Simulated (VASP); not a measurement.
# LiTa16 (a cell with a defect) in VASP: single point with PBE

Aim: the single point of LiTa16 (a cell with a defect) with PBE.

Everything below comes from runs of VASP 6.6.1. Logs are shortened: lines on timing, memory, paths and dates and some standing lists are left out, and cuts for length are marked.

## Step 1: The cell of the first run

The cell holds a defect, 17 atoms: a = 6.620 Å, b = 6.620 Å, c = 6.620 Å, α = 90.00°, β = 90.00°, γ = 90.00°.

## Step 2: Single point, PBE

Input file INCAR:

```
SYSTEM = LiTa16
PREC = Accurate
ENCUT = 520
EDIFF = 1E-7
ISMEAR = -1
SIGMA = 0.05
LREAL = Auto
LASPH = .TRUE.
NELM = 80
ALGO = Normal
ISIF = 2
LWAVE = .FALSE.
LCHARG = .FALSE.
GGA = PE
NBANDS = 104
```

Input file KPOINTS:

```
regular mesh
0
G
  2 2 2
  0 0 0
```

Input file POSCAR:

```
LiTa16
1.0
    6.6200000000      0.0000000000      0.0000000000
    0.0000000000      6.6200000000      0.0000000000
    0.0000000000      0.0000000000      6.6200000000
Ta Li
16 1
Direct
    0.0064501511      0.0036706949      0.0095015106
    0.4692598187     -0.0462990937      0.0105287009
   -0.0008006042      0.4957854985     -0.0146525680
    0.0005891239     -0.0079607251      0.4948338369
    0.2486253776      0.2484592145      0.2507854985
    0.4757401813      0.5155135952      0.0025981873
    0.5031570997      0.0053625378      0.5268277946
    0.7740785498      0.2503474320      0.2619033233
    0.0045619335      0.5165407855      0.4779154079
    0.2397583082      0.7605135952      0.2548187311
    0.2642447130      0.2480815710      0.7317673716
    0.4909214502      0.4880815710      0.5162235650
    0.7394561934      0.7426586103      0.2608761329
    0.7881570997      0.2749546828      0.7079909366
    0.2292749245      0.7511480363      0.7368429003
    0.7729003021      0.7455589124      0.7739274924
    0.6121601208      0.1921299094     -0.0529758308
```

Potentials or basis: VASP PAW PBE potentials, release 64 (Ta_pv, Li_sv).

Run with:

```console
> cat potpaw_PBE.64/Ta_pv/POTCAR potpaw_PBE.64/Li_sv/POTCAR > POTCAR
> mpirun -np 1 vasp_std > vasp.out
```

OUTCAR:

```text
SYSTEM = LiTa16
   PREC = Accurate
   ENCUT = 520
   EDIFF = 1E-7
   ISMEAR = -1
   LREAL = Auto
   LASPH = .TRUE.
   NELM = 80
   ISIF = 2
   GGA = PE

 ion  position               nearest neighbor table
   1  0.006  0.004  0.010-  10 2.76  16 2.78   5 2.78   8 2.80  15 2.87  17 2.92  13 2.98  11 2.99
                            14 3.05   2 3.08   4 3.21   3 3.26   3 3.37   4 3.41   2 3.57
   2  0.469  0.954  0.011-  17 1.89  10 2.56  15 2.76  13 2.81  16 2.90   6 2.90   5 2.91  11 3.01
                             1 3.08   7 3.23   8 3.27   7 3.44   1 3.57  14 3.60
   3  0.999  0.496  0.985-  16 2.63  14 2.73  15 2.81   8 2.87   5 2.91  11 2.93  10 2.96  13 2.99
                             6 3.16   1 3.26   9 3.26   9 3.36   1 3.37   6 3.47
   4  0.001  0.992  0.495-  10 2.72  15 2.72  14 2.73   8 2.75  13 2.85   5 2.86  16 2.89  11 2.89
                             9 3.15   1 3.21   7 3.30   7 3.33   1 3.41   9 3.47
   5  0.249  0.248  0.251-   1 2.78   9 2.83   6 2.84  12 2.86   4 2.86   2 2.91   3 2.91   7 2.96
                             8 3.14  11 3.19  10 3.23  10 3.39  11 3.44   8 3.48
   6  0.476  0.516  0.003-  17 2.35  10 2.80   5 2.84  15 2.86  13 2.87  11 2.88   2 2.90  16 2.91
                             8 3.15   3 3.16  12 3.23  14 3.26  12 3.41   3 3.47
   7  0.503  0.005  0.527-  11 2.63  15 2.84  14 2.86  13 2.93   5 2.96  16 2.97  10 2.99   8 2.99
                            12 3.20   2 3.23   4 3.30   4 3.33  12 3.43   2 3.44
   8  0.774  0.250  0.262-  17 2.38   9 2.73   4 2.75   1 2.80   3 2.87  14 2.96  12 2.97   7 2.99
                             5 3.14   6 3.15  13 3.27   2 3.27  13 3.37   5 3.48
   9  0.005  0.517  0.478-  14 2.63  10 2.69  13 2.72   8 2.73  15 2.75   5 2.83  16 2.91  11 2.99
                             4 3.15  12 3.24   3 3.26   3 3.36  12 3.41   4 3.47
  10  0.240  0.761  0.255-   2 2.56   9 2.69   4 2.72   1 2.76   6 2.80   3 2.96   7 2.99  12 3.00
                            15 3.19   5 3.23  13 3.31  13 3.31   5 3.39  15 3.43
  11  0.264  0.248  0.732-  12 2.61   7 2.63  17 2.73   6 2.88   4 2.89   3 2.93   1 2.99   9 2.99
                             2 3.01  14 3.16   5 3.19  15 3.30  15 3.34   5 3.44  14 3.48
  12  0.491  0.488  0.516-  11 2.61  14 2.73  15 2.86   5 2.86  13 2.90   8 2.97  10 3.00  16 3.05
                             7 3.20   6 3.23   9 3.24   6 3.41   9 3.41   7 3.43
  13  0.739  0.743  0.261-   9 2.72   2 2.81   4 2.85   6 2.87  12 2.90   7 2.93   1 2.98   3 2.99
                            16 3.23   8 3.27  10 3.31  10 3.31   8 3.37  16 3.40
  14  0.788  0.275  0.708-  17 2.04   9 2.63   3 2.73  12 2.73   4 2.73   7 2.86   8 2.96   1 3.05
                            16 3.15  11 3.16   6 3.26  11 3.48  16 3.53   2 3.60
  15  0.229  0.751  0.737-   4 2.72   9 2.75   2 2.76   3 2.81   7 2.84  12 2.86   6 2.86   1 2.87
                            16 3.03  10 3.19  11 3.30  11 3.34  10 3.43
  16  0.773  0.746  0.774-   3 2.63   1 2.78   4 2.89   2 2.90   6 2.91   9 2.91   7 2.97  15 3.03
                            12 3.05  14 3.15  13 3.23  13 3.40  14 3.53
  17  0.612  0.192  0.947-   2 1.89  14 2.04   6 2.35   8 2.38  11 2.73   1 2.92

  LATTYP: Found a simple cubic cell.
 ALAT       =     6.6200000000

  Lattice vectors:

 A1 = (   6.6200000000,   0.0000000000,   0.0000000000)
 A2 = (   0.0000000000,   6.6200000000,   0.0000000000)
 A3 = (   0.0000000000,   0.0000000000,   6.6200000000)

Analysis of symmetry for initial positions (statically):
=====================================================================
 Subroutine PRICEL returns:
 Original cell was already a primitive cell.

 Routine SETGRP: Setting up the symmetry group for a
 simple cubic supercell.

 Subroutine GETGRP returns: Found  1 space group operations
 (whereof  1 operations were pure point group operations)
 out of a pool of 48 trial point group operations.

The static configuration has the point symmetry C_1 .

Analysis of symmetry for dynamics (positions and initial velocities):
=====================================================================
 Subroutine PRICEL returns:
 Original cell was already a primitive cell.

 Routine SETGRP: Setting up the symmetry group for a
 simple cubic supercell.

 Subroutine GETGRP returns: Found  1 space group operations
 (whereof  1 operations were pure point group operations)
 out of a pool of 48 trial point group operations.

The dynamic configuration has the point symmetry C_1 .

 Subroutine INISYM returns: Found  1 space group operations
 (whereof  1 operations are pure point group operations),
 and found     1 'primitive' translations

----------------------------------------------------------------------------------------

                                     Primitive cell

  volume of cell :     290.1175

  direct lattice vectors                    reciprocal lattice vectors
     6.620000000  0.000000000  0.000000000     0.151057402  0.000000000  0.000000000
     0.000000000  6.620000000  0.000000000     0.000000000  0.151057402  0.000000000
     0.000000000  0.000000000  6.620000000     0.000000000  0.000000000  0.151057402

  length of vectors
     6.620000000  6.620000000  6.620000000     0.151057402  0.151057402  0.151057402

  position of ions in fractional coordinates (direct lattice)
     0.006450151  0.003670695  0.009501511
     0.469259819  0.953700906  0.010528701
     0.999199396  0.495785498  0.985347432
     0.000589124  0.992039275  0.494833837
     0.248625378  0.248459215  0.250785499
     0.475740181  0.515513595  0.002598187
[... 9 lines left out ...]
     0.772900302  0.745558912  0.773927492
     0.612160121  0.192129909  0.947024169

  ion indices of the primitive-cell ions
   primitive index   ion index
                 1           1
                 2           2
                 3           3
                 4           4
                 5           5
                 6           6
[... 9 lines left out ...]
                16          16
                17          17

----------------------------------------------------------------------------------------

 KPOINTS: regular mesh

Automatic generation of k-mesh.
 Grid dimensions read from file:
 generate k-points for:    2    2    2

 Generating k-lattice:

  Cartesian coordinates                     Fractional coordinates (reciprocal lattice)
     0.075528701  0.000000000  0.000000000     0.500000000  0.000000000  0.000000000
     0.000000000  0.075528701  0.000000000     0.000000000  0.500000000  0.000000000
     0.000000000  0.000000000  0.075528701     0.000000000  0.000000000  0.500000000

  Length of vectors
     0.075528701  0.075528701  0.075528701

  Shift w.r.t. Gamma in fractional coordinates (k-lattice)
     0.000000000  0.000000000  0.000000000

 Subroutine IBZKPT returns following result:
 ===========================================

 Found      8 irreducible k-points:

 Following reciprocal coordinates:
            Coordinates               Weight
  0.000000  0.000000  0.000000      1.000000
  0.500000  0.000000  0.000000      1.000000
  0.000000  0.500000  0.000000      1.000000
  0.000000  0.000000  0.500000      1.000000
  0.500000  0.500000  0.000000      1.000000
  0.000000  0.500000  0.500000      1.000000
  0.500000  0.000000  0.500000      1.000000
  0.500000  0.500000  0.500000      1.000000
   k-points           NKPTS =      8   k-points in BZ     NKDIM =      8   number of bands    NBANDS=    104
   number of dos      NEDOS =    301   number of ions     NIONS =     17
   total plane-waves  NPLWV = 125000
   dimension x,y,z NGX =    50 NGY =   50 NGZ =   50
   dimension x,y,z NGXF=   100 NGYF=  100 NGZF=  100
   ions per type =              16   1
   NGX,Y,Z   is equivalent  to a cutoff of  12.56, 12.56, 12.56 a.u.
   NGXF,Y,Z  is equivalent  to a cutoff of  25.11, 25.11, 25.11 a.u.
 SYSTEM =  LiTa16
   PREC   = accura    normal or accurate (medium, high low for compatibility)
   ISTART =      0    job   : 0-new  1-cont  2-samecut
   ICHARG =      2    charge: 1-file 2-atom 10-const
   ISPIN  =      1    spin polarized calculation?
   LNONCOLLINEAR =      F non collinear calculations
   LSORBIT =      F    spin-orbit coupling
   LASPH  =      T    aspherical Exc in radial PAW
   ENCUT  =  520.0 eV  38.22 Ry    6.18 a.u.  12.31 12.31 12.31*2*pi/ulx,y,z
   NELM   =     80;   NELMIN=  2; NELMDL= -5     # of ELM steps
   EDIFF  = 0.1E-06   stopping-criterion for ELM
   LREAL  =      T    real-space projection
   EDIFFG = 0.1E-05   stopping-criterion for IOM
   NSW    =      0    number of steps for IOM
   IBRION =     -1    ionic relax: 0-MD 1-quasi-New 2-CG
   NFREE  =      0    steps in history (QN), initial steepest desc. (CG)
   ISIF   =      2    stress and relaxation
   ISYM   =      2    0-nonsym 1-usesym 2-fastsym
   POTIM  = 0.5000    time-step for ionic-motion
   TEBEG  =    0.0;   TEEND  =   0.0 temperature during run
   PSTRESS=    0.0 pullay stress
   NELECT =     179.0000    total number of electrons
   NUPDOWN=      -1.0000    fix difference up-down
   EMIN   =  10.00;   EMAX   =-10.00  energy-range for DOS
   EFERMI =   0.00;   METHOD = LEGACY
   ISMEAR =    -1;   SIGMA  =   0.05  broadening in eV -4-tet -1-fermi 0-gaus
   EFERMI_NEDOS =   21; number of points for ismear=-14 and -15
   IALGO  =     38    algorithm
   IMIX   =      4    mixing-type and parameters
     AMIX     =   0.40;   BMIX     =  1.00
     AMIX_MAG =   1.60;   BMIX_MAG =  1.00
  volume/ion in A,a.u.               =      17.07       115.17
  Fermi-wavevector in a.u.,A,eV,Ry     =   1.393695  2.633702 26.427776  1.942387
  Thomas-Fermi vector in A             =   2.517316
   LORBIT       =      0    0 simple, 1 ext, 2 COOP (PROOUT), +10 PAW based schemes
   GGA     = PE    functional components
   LHFCALC =     F    Hartree Fock is set to
   AEXX    =    0.0000 exact exchange contribution
   IVDW    =     0    specifies the selected vdW correction
   LEPSILON=     F    determine dielectric tensor
   LRPA    =     F    only Hartree local field effects (RPA)
 non-spin polarized calculation
  energy-cutoff  :      520.00
  volume of cell :      290.12
 maximum number of plane-waves:      7856
 NGX is ok and might be reduce to    50
   NGX = 25   NGY = 25   NGZ = 25

 number of electron     179.0000003 magnetization

 Free energy of the ion-electron system (eV)
  ---------------------------------------------------
  ext. energy  EPLUGINS =         0.00000000
  ---------------------------------------------------
  free energy    TOTEN  =      -185.94550343 eV

  energy without entropy =     -185.85400301  energy(sigma->0) =     -185.89975322

 E-fermi :   5.8251     XC(G=0): -12.6304

 val. band max:        5.7965688491   @ k =   0.0000   0.5000   0.0000
 cond. band min:       5.8460665209   @ k =   0.0000   0.0000   0.5000
 fundamental gap:      0.0494976719
 Fermi energy:         5.8250605247

 k-point     1 :       0.0000    0.0000    0.0000
  band No.  band energies     occupation
      1     -41.2150      2.00000
      2     -28.8854      2.00000
      3     -28.6943      2.00000
      4     -28.6719      2.00000
      5     -28.6681      2.00000
      6     -28.6511      2.00000
[... 93 lines left out ...]
    100       7.3845      0.00000
    101       7.4493      0.00000

 k-point     2 :       0.5000    0.0000    0.0000
  band No.  band energies     occupation
      1     -41.2150      2.00000
      2     -28.8652      2.00000
      3     -28.6134      2.00000
      4     -28.5846      2.00000
      5     -28.5614      2.00000
      6     -28.5299      2.00000
[... 613 lines left out ...]
    100       7.2196      0.00000
    101       7.5071      0.00000

 k-point     8 :       0.5000    0.5000    0.5000
  band No.  band energies     occupation
      1     -41.2148      2.00000
      2     -28.8202      2.00000
      3     -28.5807      2.00000
      4     -28.5283      2.00000
      5     -28.4835      2.00000
      6     -28.4774      2.00000
[... 93 lines left out ...]
    100       8.2276      0.00000
    101       8.7519      0.00000
 [bands above 101 left out]

------------------------ aborting loop because EDIFF is reached ----------------------------------------

  FORCE on cell =-STRESS in cart. coord.  units (eV):
  Direction    XX          YY          ZZ          XY          YZ          ZX
  --------------------------------------------------------------------------------------
  -------------------------------------------------------------------------------------
  Total       18.4073710     20.9149136     17.5674912      3.6014591     -3.1847645     -3.5361952
  in kB      101.6549145    115.5028471     97.0166688     19.8890985    -17.5878978    -19.5286777
  external PRESSURE =     104.7248102 kB  Pullay stress =       0.0000000 kB

 VOLUME and BASIS-vectors are now :
 -----------------------------------------------------------------------------
  energy-cutoff  :      520.00
  volume of cell :      290.12
      direct lattice vectors                 reciprocal lattice vectors
     6.620000000  0.000000000  0.000000000     0.151057402  0.000000000  0.000000000
     0.000000000  6.620000000  0.000000000     0.000000000  0.151057402  0.000000000
     0.000000000  0.000000000  6.620000000     0.000000000  0.000000000  0.151057402

 POSITION                                       TOTAL-FORCE (eV/Angst)
 -----------------------------------------------------------------------------------
      0.04270      0.02430      0.06290        -0.886737      0.010637     -0.965857
      3.10650      6.31350      0.06970        -0.637609     -1.611773      0.508099
      6.61470      3.28210      6.52300         0.304701     -0.059112      1.541412
      0.00390      6.56730      3.27580         0.152705      1.021054      0.069930
      1.64590      1.64480      1.66020         0.871054     -0.084546     -0.609001
      3.14940      3.41270      0.01720         0.779486      0.183431      0.148184
[... 9 lines left out ...]
      5.11660      4.93560      5.12340        -2.230551      0.776287     -1.618188
      4.05250      1.27190      6.26930         0.784755      1.707219      0.344449
 -----------------------------------------------------------------------------------
    total drift:                               -0.004513     -0.008972     -0.002925

  FREE ENERGIE OF THE ION-ELECTRON SYSTEM (eV)
  ---------------------------------------------------
  free  energy   TOTEN  =      -185.9455034260 eV

  energy  without entropy=     -185.8540030067  energy(sigma->0) =     -185.89975322
```

Run time: 9.4 min. Hardware: 1 thread of Intel Xeon Platinum 8259CL at 2.50GHz (Skylake/Cascade Lake), shared host; peak memory 0.44 GiB.

What came out:

```
Free energy            : -185.9455 eV
Largest force          : 2.863 eV/Å
Band gap on the k mesh : zero (an odd number of electrons rules out a gap without spin polarisation)
```

Forces on the atoms (eV/Å):
```
Ta  -0.887  0.011 -0.966
Ta  -0.638 -1.612  0.508
Ta   0.305 -0.059  1.541
Ta   0.153  1.021  0.070
Ta   0.871 -0.085 -0.609
Ta   0.779  0.183  0.148
Ta   0.666 -1.048 -1.519
Ta  -1.611  0.319  0.320
Ta   0.354 -1.063  0.873
Ta   0.228 -1.496  0.295
Ta  -1.803  0.128  1.911
Ta   1.045  1.723 -1.701
Ta  -0.026  0.557 -0.454
Ta   0.554 -0.839 -0.429
Ta   1.456 -0.224  1.285
Ta  -2.231  0.776 -1.618
Li   0.785  1.707  0.344
```

Levels at points of the mesh, in eV from the Fermi level:
```
           k point  band 85  band 86  band 87  band 88  band 89  band 90  band 91  band 92  band 93  band 94
(0.00, 0.00, 0.00)     0.35     0.40     0.44     0.50     0.58     0.68     0.76     0.82     0.93     0.95
(0.50, 0.00, 0.00)    -0.49    -0.44    -0.41     0.02     0.09     0.16     0.24     0.34     0.42     0.44
(0.00, 0.50, 0.00)    -0.41    -0.31    -0.05    -0.03     0.06     0.24     0.26     0.30     0.43     0.46
(0.00, 0.00, 0.50)    -0.54    -0.46    -0.10     0.02     0.08     0.21     0.25     0.30     0.46     0.66
(0.50, 0.50, 0.00)    -0.70    -0.69    -0.58    -0.54    -0.41    -0.39    -0.28    -0.08     0.11     0.42
(0.00, 0.50, 0.50)    -0.75    -0.69    -0.59    -0.54    -0.45    -0.38    -0.25     0.09     0.16     0.50
(0.50, 0.00, 0.50)    -0.69    -0.67    -0.62    -0.50    -0.45    -0.34    -0.29    -0.19     0.09     0.51
(0.50, 0.50, 0.50)    -1.28    -1.20    -1.15    -1.11    -1.06    -1.00    -0.98    -0.90    -0.82    -0.77
```

Caveat: the k points lie up to 0.47 Å⁻¹ apart, too coarse for converged energies and pressures of a metal; the cutoff is under 1.25 times the usual one of these potentials, so pressure, stress and relaxed cells hold a basis-set (Pulay) error; atoms lie so close that the PAW spheres overlap strongly, which falsifies energies and pressures; the atoms stand as in a frame of molecular dynamics; spin-orbit coupling is left out, which moves the levels of the heavy elements.

The gap in the log of VASP goes by the Fermi energy; the results here count the filled bands.